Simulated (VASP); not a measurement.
Input of a VASP 6.6.1 run:

Contents of INCAR:

```
  PREC = Accurate
  ENCUT = 520
  EDIFF = 1E-6
  ISMEAR = 0
  SIGMA = 0.15
  LREAL = F
  LASPH = T
  NELM = 100
  ALGO = Fast
  ISIF = 2
  LWAVE = F
  LCHARG = T
  GGA = CA
  LELF = T
  LVHAR = T
  NBANDS = 26
```

KPOINTS

```
Automatic mesh
0
Gamma
  12 12 12
```

The input POSCAR:

```
AlCu3
1.0
    3.6489625654      0.0000000000      0.0000000000
    0.0000000000      3.6489625654      0.0000000000
    0.0000000000      0.0000000000      3.6489625654
Al Cu
1 3
Direct
    0.0000000000      0.0000000000      0.0000000000
    0.5000000000      0.4786014357      0.0000000000
    0.5000000000      0.0000000000      0.5000000000
    0.0000000000      0.5213985643      0.5000000000
```

Potentials or basis: VASP PAW LDA potentials, release 64 (Al, Cu).

Command:

```console
$ cat potpaw_LDA.64/Al/POTCAR potpaw_LDA.64/Cu/POTCAR > POTCAR
$ mpirun -np 1 vasp_std > vasp.out
```

(1) Estimate the band gap on the k mesh.

(2) Estimate the pressure.

Answers

(1) zero (band 18 reaches 12.11 eV, above the bottom of band 19 at 6.61 eV).

(2) -6.3 GPa.
